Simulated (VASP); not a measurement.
# LiAl2B2 (P3m1) in VASP: notebook

The runs below take LiAl2B2 through single point, relaxation of cell and atoms, with PBE.

Everything below comes from runs of VASP 6.6.1. Logs are shortened: lines on timing, memory, paths and dates and some standing lists are left out, and cuts for length are marked.

## 1. The cell of the first run

It takes space group P3m1 (No. 156, trigonal). Conventional cell: a = 3.003 Å, b = 3.003 Å, c = 7.778 Å, α = 90.00°, β = 90.00°, γ = 120.00°. Li (site symmetry 3m) has 6 B at 2.35 to 2.36 Å and 4 Al at 2.97 to 3.10 Å and 6 Li at 3.00 Å within 3.1 Å. Within 3.0 Å of Al (site symmetry 3m) lie 6 B at 2.28 to 2.29 Å and 3 Al at 2.86 Å. Within 3.8 Å of Al (site symmetry 3m) lie 9 Al at 2.86 to 3.00 Å and 3 Li at 2.97 Å and 1 B at 3.78 Å. B (site symmetry 3m) has 3 B at 1.73 Å and 3 Al at 2.29 Å within 2.3 Å. Within 2.3 Å of B (site symmetry 3m) lie 3 B at 1.73 Å and 3 Al at 2.28 Å.

## 2. Single point, PBE

INCAR reads:

```
SYSTEM = LiAl2B2
  PREC = Accurate
  ENCUT = 520
  EDIFF = 1E-7
  ISMEAR = 0
  SIGMA = 0.1
  LREAL = .False.
  LASPH = .True.
  NELM = 100
  ALGO = Normal
  ISIF = 2
  LWAVE = .False.
  LCHARG = .False.
  GGA = PE
  NBANDS = 16
```

KPOINTS reads:

```
regular mesh
0
Gamma
  12 12 6
  0 0 0
```

POSCAR reads:

```
LiAl2B2
1.0
    3.0028558832      0.0000000000      0.0000000000
   -1.5014279416      2.6005494787      0.0000000000
    0.0000000000      0.0000000000      7.7783429400
Li Al B
1 2 2
Direct
    0.0000000000      0.0000000000      0.0655088848
    0.0000000000      0.0000000000      0.4634726644
    0.3333333333      0.6666666667      0.7561842990
    0.3333333333      0.6666666667      0.2702866086
    0.6666666667      0.3333333333      0.2722246833
```

Potentials or basis: VASP PAW PBE potentials, release 64 (Li_sv, Al, B).

The run is started by

```console
cat potpaw_PBE.64/Li_sv/POTCAR potpaw_PBE.64/Al/POTCAR potpaw_PBE.64/B/POTCAR > POTCAR
mpirun -np 1 vasp_std > vasp.out
```

OUTCAR:

```text
SYSTEM = LiAl2B2
   PREC = Accurate
   ENCUT = 520
   EDIFF = 1E-7
   ISMEAR = 0
   LREAL = .False.
   LASPH = .True.
   NELM = 100
   ISIF = 2
   GGA = PE

 ion  position               nearest neighbor table
   1  0.000  0.000  0.066-   4 2.35   4 2.35   4 2.35   5 2.36   5 2.36   5 2.36   3 2.97   3 2.97
                             3 2.97
   2  0.000  0.000  0.463-   5 2.28   5 2.28   5 2.28   4 2.29   4 2.29   4 2.29   3 2.86   3 2.86
                             3 2.86
   3  0.333  0.667  0.756-   2 2.86   2 2.86   2 2.86   1 2.97   1 2.97   1 2.97
   4  0.333  0.667  0.270-   5 1.73   5 1.73   5 1.73   2 2.29   2 2.29   2 2.29   1 2.35   1 2.35
                             1 2.35
   5  0.667  0.333  0.272-   4 1.73   4 1.73   4 1.73   2 2.28   2 2.28   2 2.28   1 2.36   1 2.36
                             1 2.36

  LATTYP: Found a hexagonal cell.
 ALAT       =     3.0028558832
 C/A-ratio  =     2.5903151009

  Lattice vectors:

 A1 = (   3.0028558832,   0.0000000000,   0.0000000000)
 A2 = (  -1.5014279416,   2.6005494787,   0.0000000000)
 A3 = (   0.0000000000,   0.0000000000,   7.7783429400)

Analysis of symmetry for initial positions (statically):
=====================================================================
 Subroutine PRICEL returns:
 Original cell was already a primitive cell.

 Routine SETGRP: Setting up the symmetry group for a
 hexagonal supercell.

 Subroutine GETGRP returns: Found  6 space group operations
 (whereof  6 operations were pure point group operations)
 out of a pool of 24 trial point group operations.

The static configuration has the point symmetry C_3v.

Analysis of symmetry for dynamics (positions and initial velocities):
=====================================================================
 Subroutine PRICEL returns:
 Original cell was already a primitive cell.

 Routine SETGRP: Setting up the symmetry group for a
 hexagonal supercell.

 Subroutine GETGRP returns: Found  6 space group operations
 (whereof  6 operations were pure point group operations)
 out of a pool of 24 trial point group operations.

The dynamic configuration has the point symmetry C_3v.

 Subroutine INISYM returns: Found  6 space group operations
 (whereof  6 operations are pure point group operations),
 and found     1 'primitive' translations

----------------------------------------------------------------------------------------

                                     Primitive cell

  volume of cell :      60.7417

  direct lattice vectors                    reciprocal lattice vectors
     3.002855883  0.000000000  0.000000000     0.333016315  0.192267059  0.000000000
    -1.501427942  2.600549479  0.000000000     0.000000000  0.384534118  0.000000000
     0.000000000  0.000000000  7.778342940     0.000000000  0.000000000  0.128562087

  length of vectors
     3.002855883  3.002855883  7.778342940     0.384534118  0.384534118  0.128562087

  position of ions in fractional coordinates (direct lattice)
     0.000000000  0.000000000  0.065508885
     0.000000000  0.000000000  0.463472664
     0.333333333  0.666666667  0.756184299
     0.333333333  0.666666667  0.270286609
     0.666666667  0.333333333  0.272224683

  ion indices of the primitive-cell ions
   primitive index   ion index
                 1           1
                 2           2
                 3           3
                 4           4
                 5           5

----------------------------------------------------------------------------------------

 KPOINTS: regular mesh

Automatic generation of k-mesh.
 Grid dimensions read from file:
 generate k-points for:   12   12    6

 Generating k-lattice:

  Cartesian coordinates                     Fractional coordinates (reciprocal lattice)
     0.027751360  0.016022255  0.000000000     0.083333333  0.000000000  0.000000000
     0.000000000  0.032044510  0.000000000     0.000000000  0.083333333  0.000000000
     0.000000000  0.000000000  0.021427014     0.000000000  0.000000000  0.166666667

  Length of vectors
     0.032044510  0.032044510  0.021427014

  Shift w.r.t. Gamma in fractional coordinates (k-lattice)
     0.000000000  0.000000000  0.000000000

 Subroutine IBZKPT returns following result:
 ===========================================

 Found    100 irreducible k-points:

 Following reciprocal coordinates:
            Coordinates               Weight
  0.000000  0.000000  0.000000      1.000000
  0.083333  0.000000  0.000000      6.000000
  0.166667  0.000000  0.000000      6.000000
  0.250000  0.000000  0.000000      6.000000
  0.333333  0.000000  0.000000      6.000000
  0.416667  0.000000  0.000000      6.000000
[... 16 lines left out ...]
  0.166667  0.000000  0.166667      6.000000
  0.000000  0.166667  0.166667      6.000000
 [... further k-points ...]
   k-points           NKPTS =    100   k-points in BZ     NKDIM =    100   number of bands    NBANDS=     16
   number of dos      NEDOS =    301   number of ions     NIONS =      5
   total plane-waves  NPLWV =  34560
   dimension x,y,z NGX =    24 NGY =   24 NGZ =   60
   dimension x,y,z NGXF=    48 NGYF=   48 NGZF=  120
   ions per type =               1   2   2
   NGX,Y,Z   is equivalent  to a cutoff of  13.29, 13.29, 12.82 a.u.
   NGXF,Y,Z  is equivalent  to a cutoff of  26.57, 26.57, 25.65 a.u.
 SYSTEM =  LiAl2B2
   PREC   = accura    normal or accurate (medium, high low for compatibility)
   ISTART =      0    job   : 0-new  1-cont  2-samecut
   ICHARG =      2    charge: 1-file 2-atom 10-const
   ISPIN  =      1    spin polarized calculation?
   LNONCOLLINEAR =      F non collinear calculations
   LSORBIT =      F    spin-orbit coupling
   LASPH  =      T    aspherical Exc in radial PAW
   ENCUT  =  520.0 eV  38.22 Ry    6.18 a.u.   5.58  5.58 14.46*2*pi/ulx,y,z
   NELM   =    100;   NELMIN=  2; NELMDL= -5     # of ELM steps
   EDIFF  = 0.1E-06   stopping-criterion for ELM
   LREAL  =      F    real-space projection
   EDIFFG = 0.1E-05   stopping-criterion for IOM
   NSW    =      0    number of steps for IOM
   IBRION =     -1    ionic relax: 0-MD 1-quasi-New 2-CG
   NFREE  =      0    steps in history (QN), initial steepest desc. (CG)
   ISIF   =      2    stress and relaxation
   ISYM   =      2    0-nonsym 1-usesym 2-fastsym
   POTIM  = 0.5000    time-step for ionic-motion
   TEBEG  =    0.0;   TEEND  =   0.0 temperature during run
   PSTRESS=    0.0 pullay stress
   NELECT =      15.0000    total number of electrons
   NUPDOWN=      -1.0000    fix difference up-down
   EMIN   =  10.00;   EMAX   =-10.00  energy-range for DOS
   EFERMI =   0.00;   METHOD = LEGACY
   ISMEAR =     0;   SIGMA  =   0.10  broadening in eV -4-tet -1-fermi 0-gaus
   EFERMI_NEDOS =   21; number of points for ismear=-14 and -15
   IALGO  =     38    algorithm
   IMIX   =      4    mixing-type and parameters
     AMIX     =   0.40;   BMIX     =  1.00
     AMIX_MAG =   1.60;   BMIX_MAG =  1.00
  volume/ion in A,a.u.               =      12.15        81.98
  Fermi-wavevector in a.u.,A,eV,Ry     =   1.027093  1.940924 14.353053  1.054920
  Thomas-Fermi vector in A             =   2.161020
   LORBIT       =      0    0 simple, 1 ext, 2 COOP (PROOUT), +10 PAW based schemes
   GGA     = PE    functional components
   LHFCALC =     F    Hartree Fock is set to
   AEXX    =    0.0000 exact exchange contribution
   IVDW    =     0    specifies the selected vdW correction
   LEPSILON=     F    determine dielectric tensor
   LRPA    =     F    only Hartree local field effects (RPA)
 non-spin polarized calculation
 Gauss-broadening in eV      SIGMA  =   0.10
  energy-cutoff  :      520.00
  volume of cell :       60.74
 maximum number of plane-waves:      1685
 NGX is ok and might be reduce to    24
   NGX = 11   NGY = 11   NGZ = 29

 number of electron      15.0000001 magnetization

 Free energy of the ion-electron system (eV)
  ---------------------------------------------------
  ext. energy  EPLUGINS =         0.00000000
  ---------------------------------------------------
  free energy    TOTEN  =       -23.33371372 eV

  energy without entropy =      -23.32965283  energy(sigma->0) =      -23.33168328

 E-fermi :   6.1864     XC(G=0): -10.0576

 val. band max:        6.1811794227   @ k =   0.3333   0.0000   0.5000
 cond. band min:       6.2037286459   @ k =   0.3333   0.0000   0.3333
 fundamental gap:      0.0225492232
 Fermi energy:         6.1863592748

 k-point     1 :       0.0000    0.0000    0.0000
  band No.  band energies     occupation
      1     -39.6233      2.00000
      2      -7.3859      2.00000
      3      -2.9106      2.00000
      4      -0.7898      2.00000
      5       3.3059      2.00000
      6       6.0786      1.87258
[... 8 lines left out ...]
     15      16.3945      0.00000
     16      16.6880      0.00000

 k-point     2 :       0.0833    0.0000    0.0000
  band No.  band energies     occupation
      1     -39.6221      2.00000
      2      -7.2603      2.00000
      3      -2.7652      2.00000
      4      -0.6594      2.00000
      5       3.4434      2.00000
      6       5.4133      2.00000
[... 8 lines left out ...]
     15      16.1376      0.00000
     16      16.6265      0.00000

 k-point     3 :       0.1667    0.0000    0.0000
  band No.  band energies     occupation
      1     -39.6191      2.00000
      2      -6.8848      2.00000
      3      -2.3298      2.00000
      4      -0.2698      2.00000
      5       3.8270      2.00000
      6       3.9020      2.00000
[... 8 lines left out ...]
     15      15.6830      0.00000
     16      16.0598      0.00000
[... 362 lines left out ...]
 k-point    23 :       0.1667    0.0000    0.1667
  band No.  band energies     occupation
      1     -39.6190      2.00000
      2      -6.8837      2.00000
      3      -2.3782      2.00000
      4      -0.1192      2.00000
      5       3.4946      2.00000
      6       3.8872      2.00000
[... 8 lines left out ...]
     15      15.6732      0.00000
     16      16.1209      0.00000

 k-point    24 :       0.0000    0.1667    0.1667
  band No.  band energies     occupation
      1     -39.6190      2.00000
      2      -6.8837      2.00000
      3      -2.3780      2.00000
      4      -0.1198      2.00000
      5       3.4889      2.00000
      6       3.8964      2.00000
[... 8 lines left out ...]
     15      15.2579      0.00000
     16      16.2397      0.00000

 [... further k-points ...]

------------------------ aborting loop because EDIFF is reached ----------------------------------------

  FORCE on cell =-STRESS in cart. coord.  units (eV):
  Direction    XX          YY          ZZ          XY          YZ          ZX
  --------------------------------------------------------------------------------------
  -------------------------------------------------------------------------------------
  Total       -0.0098351     -0.0098351     -0.0231958      0.0000000      0.0000000      0.0000000
  in kB       -0.2594195     -0.2594195     -0.6118326      0.0000000      0.0000000      0.0000000
  external PRESSURE =      -0.3768905 kB  Pullay stress =       0.0000000 kB

 VOLUME and BASIS-vectors are now :
 -----------------------------------------------------------------------------
  energy-cutoff  :      520.00
  volume of cell :       60.74
      direct lattice vectors                 reciprocal lattice vectors
     3.002855883  0.000000000  0.000000000     0.333016315  0.192267059  0.000000000
    -1.501427942  2.600549479  0.000000000     0.000000000  0.384534118  0.000000000
     0.000000000  0.000000000  7.778342940     0.000000000  0.000000000  0.128562087

 POSITION                                       TOTAL-FORCE (eV/Angst)
 -----------------------------------------------------------------------------------
      0.00000      0.00000      0.50955         0.000000      0.000000     -0.000726
      0.00000      0.00000      3.60505        -0.000000     -0.000000     -0.003362
     -0.00000      1.73370      5.88186         0.000000     -0.000000     -0.002763
     -0.00000      1.73370      2.10238         0.000000     -0.000000      0.002818
      1.50143      0.86685      2.11746         0.000000     -0.000000      0.004033
 -----------------------------------------------------------------------------------
    total drift:                                0.000000      0.000000      0.000211

  FREE ENERGIE OF THE ION-ELECTRON SYSTEM (eV)
  ---------------------------------------------------
  free  energy   TOTEN  =       -23.3337137231 eV

  energy  without entropy=      -23.3296528321  energy(sigma->0) =      -23.33168328
```

Run time: 42 s. Hardware: 1 thread of Intel Xeon Platinum 8488C (Sapphire Rapids), shared host; peak memory 0.23 GiB.

What came out:

```
Free energy   : -23.3337 eV
Largest force : 0.004 eV/Å
```

Forces on the atoms (eV/Å):
```
Li   0.000  0.000 -0.001
Al   0.000  0.000 -0.003
Al   0.000  0.000 -0.003
B    0.000  0.000  0.003
B    0.000  0.000  0.004
```

Caveat: the cutoff is under 1.25 times the usual one of these potentials, so pressure, stress and relaxed cells hold a basis-set (Pulay) error.

(Part 1 of 2 ends here.)
